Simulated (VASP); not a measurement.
# Mg2PbN2 (P-3m1) in VASP: a series of runs

Runs on Mg2PbN2. Level: PBE. Tasks: single point.

All numbers are computed with VASP 6.6.1; they aren't measurements. Logs are shortened: lines on timing, memory, paths and dates and some standing lists are left out, and cuts for length are marked.

### 1 The cell of the first run

The structure is trigonal, space group P-3m1 (No. 164). The conventional cell has a = 3.627 Å, b = 3.627 Å, c = 6.566 Å, α = 90.00°, β = 90.00°, γ = 120.00°. Within 2.8 Å of Mg (site symmetry 3m) lie 4 N at 2.14 to 2.24 Å and 3 Mg at 2.78 Å. Within 3.8 Å of Pb (site symmetry -3m) lie 6 N at 2.86 Å and 6 Mg at 3.16 Å and 6 Pb at 3.63 Å. Within 2.9 Å of N (site symmetry 3m) lie 4 Mg at 2.14 to 2.24 Å and 3 Pb at 2.86 Å.

### 2 Single point, PBE

INCAR

```
ALGO = Normal ; EDIFF = 1E-6
ENCUT = 520 ; GGA = PE
ISIF = 2 ; ISMEAR = 0
LASPH = T ; LCHARG = F
LREAL = F ; LWAVE = F
NBANDS = 22 ; NELM = 100
PREC = Accurate ; SIGMA = 0.01
```

KPOINTS

```
k-points
0
Gamma
  3 3 1
```

POSCAR

```
Mg2PbN2
1.0
    3.6268640000      0.0000000000      0.0000000000
   -1.8134320000      3.1409563601      0.0000000000
    0.0000000000      0.0000000000      6.5658920000
Mg Pb N
2 1 2
Direct
    0.6666666667      0.3333333333      0.1387760000
    0.3333333333      0.6666666667      0.8612240000
    0.0000000000      0.0000000000      0.5000000000
    0.6666666667      0.3333333333      0.7974550000
    0.3333333333      0.6666666667      0.2025450000
```

Potentials or basis: VASP PAW PBE potentials, release 64 (Mg, Pb_d, N).

Run with:

```sh
$ cat potpaw_PBE.64/Mg/POTCAR potpaw_PBE.64/Pb_d/POTCAR potpaw_PBE.64/N/POTCAR > POTCAR
$ mpirun -np 1 vasp_std > vasp.out
```

OUTCAR:

```text
EDIFF = 1E-6
   ENCUT = 520
   GGA = PE
   ISIF = 2
   ISMEAR = 0
   LASPH = T
   LREAL = F
   NELM = 100
   PREC = Accurate

 ion  position               nearest neighbor table
   1  0.667  0.333  0.139-   5 2.14   5 2.14   5 2.14   4 2.24   2 2.78   2 2.78   2 2.78   3 3.16
                             3 3.16   3 3.16
   2  0.333  0.667  0.861-   4 2.14   4 2.14   4 2.14   5 2.24   1 2.78   1 2.78   1 2.78   3 3.16
                             3 3.16   3 3.16
   3  0.000  0.000  0.500-   4 2.86   5 2.86   4 2.86   5 2.86   4 2.86   5 2.86   1 3.16   2 3.16
                             2 3.16   1 3.16   1 3.16   2 3.16
   4  0.667  0.333  0.797-   2 2.14   2 2.14   2 2.14   1 2.24   3 2.86   3 2.86   3 2.86
   5  0.333  0.667  0.203-   1 2.14   1 2.14   1 2.14   2 2.24   3 2.86   3 2.86   3 2.86

  LATTYP: Found a hexagonal cell.
 ALAT       =     3.6268640000
 C/A-ratio  =     1.8103496574

  Lattice vectors:

 A1 = (   3.6268640000,   0.0000000000,   0.0000000000)
 A2 = (  -1.8134320000,   3.1409563601,   0.0000000000)
 A3 = (   0.0000000000,   0.0000000000,   6.5658920000)

Analysis of symmetry for initial positions (statically):
=====================================================================
 Subroutine PRICEL returns:
 Original cell was already a primitive cell.

 Routine SETGRP: Setting up the symmetry group for a
 hexagonal supercell.

 Subroutine GETGRP returns: Found 12 space group operations
 (whereof 12 operations were pure point group operations)
 out of a pool of 24 trial point group operations.

The static configuration has the point symmetry D_3d.

Analysis of symmetry for dynamics (positions and initial velocities):
=====================================================================
 Subroutine PRICEL returns:
 Original cell was already a primitive cell.

 Routine SETGRP: Setting up the symmetry group for a
 hexagonal supercell.

 Subroutine GETGRP returns: Found 12 space group operations
 (whereof 12 operations were pure point group operations)
 out of a pool of 24 trial point group operations.

The dynamic configuration has the point symmetry D_3d.

 Subroutine INISYM returns: Found 12 space group operations
 (whereof 12 operations are pure point group operations),
 and found     1 'primitive' translations

----------------------------------------------------------------------------------------

                                     Primitive cell

  volume of cell :      74.7975

  direct lattice vectors                    reciprocal lattice vectors
     3.626864000  0.000000000  0.000000000     0.275720292  0.159187185  0.000000000
    -1.813432000  3.140956360  0.000000000     0.000000000  0.318374369  0.000000000
     0.000000000  0.000000000  6.565892000     0.000000000  0.000000000  0.152302231

  length of vectors
     3.626864000  3.626864000  6.565892000     0.318374369  0.318374369  0.152302231

  position of ions in fractional coordinates (direct lattice)
     0.666666667  0.333333333  0.138776000
     0.333333333  0.666666667  0.861224000
     0.000000000  0.000000000  0.500000000
     0.666666667  0.333333333  0.797455000
     0.333333333  0.666666667  0.202545000

  ion indices of the primitive-cell ions
   primitive index   ion index
                 1           1
                 2           2
                 3           3
                 4           4
                 5           5

----------------------------------------------------------------------------------------

 KPOINTS: k-points

Automatic generation of k-mesh.
 Grid dimensions read from file:
 generate k-points for:    3    3    1

 Generating k-lattice:

  Cartesian coordinates                     Fractional coordinates (reciprocal lattice)
     0.091906764  0.053062395  0.000000000     0.333333333 -0.000000000  0.000000000
     0.000000000  0.106124790  0.000000000     0.000000000  0.333333333  0.000000000
     0.000000000  0.000000000  0.152302231     0.000000000  0.000000000  1.000000000

  Length of vectors
     0.106124790  0.106124790  0.152302231

  Shift w.r.t. Gamma in fractional coordinates (k-lattice)
     0.000000000  0.000000000  0.000000000

 Subroutine IBZKPT returns following result:
 ===========================================

 Found      3 irreducible k-points:

 Following reciprocal coordinates:
            Coordinates               Weight
  0.000000  0.000000  0.000000      1.000000
  0.333333  0.000000  0.000000      6.000000
  0.333333  0.333333  0.000000      2.000000
   k-points           NKPTS =      3   k-points in BZ     NKDIM =      3   number of bands    NBANDS=     22
   number of dos      NEDOS =    301   number of ions     NIONS =      5
   total plane-waves  NPLWV =  39200
   dimension x,y,z NGX =    28 NGY =   28 NGZ =   50
   dimension x,y,z NGXF=    56 NGYF=   56 NGZF=  100
   ions per type =               2   1   2
   NGX,Y,Z   is equivalent  to a cutoff of  12.83, 12.83, 12.66 a.u.
   NGXF,Y,Z  is equivalent  to a cutoff of  25.67, 25.67, 25.32 a.u.
 SYSTEM =  unknown system
   PREC   = accura    normal or accurate (medium, high low for compatibility)
   ISTART =      0    job   : 0-new  1-cont  2-samecut
   ICHARG =      2    charge: 1-file 2-atom 10-const
   ISPIN  =      1    spin polarized calculation?
   LNONCOLLINEAR =      F non collinear calculations
   LSORBIT =      F    spin-orbit coupling
   LASPH  =      T    aspherical Exc in radial PAW
   ENCUT  =  520.0 eV  38.22 Ry    6.18 a.u.   6.74  6.74 12.21*2*pi/ulx,y,z
   NELM   =    100;   NELMIN=  2; NELMDL= -5     # of ELM steps
   EDIFF  = 0.1E-05   stopping-criterion for ELM
   LREAL  =      F    real-space projection
   EDIFFG = 0.1E-04   stopping-criterion for IOM
   NSW    =      0    number of steps for IOM
   IBRION =     -1    ionic relax: 0-MD 1-quasi-New 2-CG
   NFREE  =      0    steps in history (QN), initial steepest desc. (CG)
   ISIF   =      2    stress and relaxation
   ISYM   =      2    0-nonsym 1-usesym 2-fastsym
   POTIM  = 0.5000    time-step for ionic-motion
   TEBEG  =    0.0;   TEEND  =   0.0 temperature during run
   PSTRESS=    0.0 pullay stress
   NELECT =      28.0000    total number of electrons
   NUPDOWN=      -1.0000    fix difference up-down
   EMIN   =  10.00;   EMAX   =-10.00  energy-range for DOS
   EFERMI =   0.00;   METHOD = LEGACY
   ISMEAR =     0;   SIGMA  =   0.01  broadening in eV -4-tet -1-fermi 0-gaus
   EFERMI_NEDOS =   21; number of points for ismear=-14 and -15
   IALGO  =     38    algorithm
   IMIX   =      4    mixing-type and parameters
     AMIX     =   0.40;   BMIX     =  1.00
     AMIX_MAG =   1.60;   BMIX_MAG =  1.00
  volume/ion in A,a.u.               =      14.96       100.95
  Fermi-wavevector in a.u.,A,eV,Ry     =   1.179864  2.229619 18.940379  1.392079
  Thomas-Fermi vector in A             =   2.316167
   LORBIT       =      0    0 simple, 1 ext, 2 COOP (PROOUT), +10 PAW based schemes
   GGA     = PE    functional components
   LHFCALC =     F    Hartree Fock is set to
   AEXX    =    0.0000 exact exchange contribution
   IVDW    =     0    specifies the selected vdW correction
   LEPSILON=     F    determine dielectric tensor
   LRPA    =     F    only Hartree local field effects (RPA)
 non-spin polarized calculation
 Gauss-broadening in eV      SIGMA  =   0.01
  energy-cutoff  :      520.00
  volume of cell :       74.80
 maximum number of plane-waves:      2019
 NGX is ok and might be reduce to    28
   NGX = 13   NGY = 13   NGZ = 25

 number of electron      27.9999999 magnetization

 Free energy of the ion-electron system (eV)
  ---------------------------------------------------
  ext. energy  EPLUGINS =         0.00000000
  ---------------------------------------------------
  free energy    TOTEN  =       -24.25787371 eV

  energy without entropy =      -24.25787371  energy(sigma->0) =      -24.25787371

 E-fermi :   4.6447     XC(G=0): -10.3038

 val. band max:        4.5732756320   @ k =   0.3333   0.0000   0.0000
 cond. band min:       6.3977281148   @ k =   0.3333   0.0000   0.0000
 fundamental gap:      1.8244524828
 Fermi energy:         4.6446505526

 k-point     1 :       0.0000    0.0000    0.0000
  band No.  band energies     occupation
      1     -11.7064      2.00000
      2     -11.7064      2.00000
      3     -11.6778      2.00000
      4     -11.5373      2.00000
      5     -11.5373      2.00000
      6      -8.6849      2.00000
[... 14 lines left out ...]
     21      14.8386      0.00000
     22      15.0910      0.00000

 k-point     2 :       0.3333    0.0000    0.0000
  band No.  band energies     occupation
      1     -11.7576      2.00000
      2     -11.6547      2.00000
      3     -11.5921      2.00000
      4     -11.5721      2.00000
      5     -11.5333      2.00000
      6      -7.9023      2.00000
[... 14 lines left out ...]
     21      14.3989      0.00000
     22      15.0517      0.00000

 k-point     3 :       0.3333    0.3333    0.0000
  band No.  band energies     occupation
      1     -11.6523      2.00000
      2     -11.6523      2.00000
      3     -11.6150      2.00000
      4     -11.6150      2.00000
      5     -11.5498      2.00000
      6      -7.2318      2.00000
[... 14 lines left out ...]
     21      14.0390      0.00000
     22      14.0390      0.00000

------------------------ aborting loop because EDIFF is reached ----------------------------------------

  FORCE on cell =-STRESS in cart. coord.  units (eV):
  Direction    XX          YY          ZZ          XY          YZ          ZX
  --------------------------------------------------------------------------------------
  -------------------------------------------------------------------------------------
  Total       -0.1157592     -0.1157592     -0.8425623      0.0000000      0.0000000      0.0000000
  in kB       -2.4795865     -2.4795865    -18.0478601      0.0000000      0.0000000      0.0000000
  external PRESSURE =      -7.6690110 kB  Pullay stress =       0.0000000 kB

 VOLUME and BASIS-vectors are now :
 -----------------------------------------------------------------------------
  energy-cutoff  :      520.00
  volume of cell :       74.80
      direct lattice vectors                 reciprocal lattice vectors
     3.626864000  0.000000000  0.000000000     0.275720292  0.159187185  0.000000000
    -1.813432000  3.140956360  0.000000000     0.000000000  0.318374369  0.000000000
     0.000000000  0.000000000  6.565892000     0.000000000  0.000000000  0.152302231

 POSITION                                       TOTAL-FORCE (eV/Angst)
 -----------------------------------------------------------------------------------
      1.81343      1.04699      0.91119         0.000000      0.000000     -0.009653
     -0.00000      2.09397      5.65470        -0.000000      0.000000      0.009653
      0.00000      0.00000      3.28295         0.000000      0.000000      0.000000
      1.81343      1.04699      5.23600        -0.000000      0.000000      0.240886
     -0.00000      2.09397      1.32989         0.000000     -0.000000     -0.240886
 -----------------------------------------------------------------------------------
    total drift:                                0.000000      0.000000     -0.000000

  FREE ENERGIE OF THE ION-ELECTRON SYSTEM (eV)
  ---------------------------------------------------
  free  energy   TOTEN  =       -24.2578737065 eV

  energy  without entropy=      -24.2578737065  energy(sigma->0) =      -24.25787371
```

Wall time 14 s (1 thread of Intel Xeon 8259CL, shared host); peak memory 0.19 GiB.

What came out:

| Quantity | Value |
| --- | --- |
| Free energy | -24.2579 eV |
| Pressure | -0.8 GPa |
| Largest force | 0.241 eV/Å |
| Band gap on the k mesh | 1.82 eV |

Forces on the atoms (eV/Å):
```
Mg   0.000  0.000 -0.010
Mg   0.000  0.000  0.010
Pb   0.000  0.000  0.000
N    0.000  0.000  0.241
N    0.000  0.000 -0.241
```

Caveat: the k points lie up to 0.96 Å⁻¹ apart; spin-orbit coupling is left out, which moves the levels of the heavy elements; an odd mesh through Γ misses points on the zone boundary, where band edges can lie.

### 3 Single point, PBE

INCAR

```
PREC = Accurate
ENCUT = 520
EDIFF = 1E-6
ISMEAR = 0
SIGMA = 0.01
LREAL = False
LASPH = True
NELM = 80
ALGO = Normal
ISIF = 2
LWAVE = False
LCHARG = True
GGA = PE
LELF = True
LVHAR = True
NBANDS = 22
```

KPOINTS

```
regular mesh
0
Gamma
  3 3 2
```

POSCAR is that of step 2.

Potentials or basis: VASP PAW PBE potentials, release 64 (Mg, Pb_d, N).

Run with:

```sh
$ cat potpaw_PBE.64/Mg/POTCAR potpaw_PBE.64/Pb_d/POTCAR potpaw_PBE.64/N/POTCAR > POTCAR
$ mpirun -np 1 vasp_std > vasp.out
```

Wall time 21 s (1 thread of Intel Xeon 8259CL, shared host); peak memory 0.19 GiB.

It converged, with:

```
Free energy            : -23.9803 eV
Pressure               : -0.2 GPa
Largest force          : 0.106 eV/Å
Band gap on the k mesh : 0.25 eV
```

Forces on the atoms (eV/Å):
```
Mg   0.000  0.000  0.039
Mg   0.000  0.000 -0.039
Pb   0.000  0.000  0.000
N    0.000  0.000  0.106
N    0.000  0.000 -0.106
```

Stress tensor (GPa, compression positive):
```
 0.14  0.00  0.00
 0.00  0.14  0.00
 0.00  0.00 -0.96
```

Levels at points of the mesh, in eV from the valence-band top:
| k point | band 10 | band 11 | band 12 | band 13 | band 14 | band 15 | band 16 | band 17 | band 18 | band 19 |
| --- | --- | --- | --- | --- | --- | --- | --- | --- | --- | --- |
| (0.00, 0.00, 0.00) | -2.51 | -1.49 | -1.49 | -1.30 | -1.30 | 1.88 | 4.08 | 5.22 | 5.22 | 8.61 |
| (0.00, 0.00, 0.50) | -1.58 | -1.58 | -1.20 | -1.20 | 0.00 | 0.25 | 5.15 | 5.15 | 5.59 | 5.91 |

Caveat: the k points lie up to 0.67 Å⁻¹ apart; spin-orbit coupling is left out, which moves the levels of the heavy elements; an odd mesh through Γ misses points on the zone boundary, where band edges can lie.
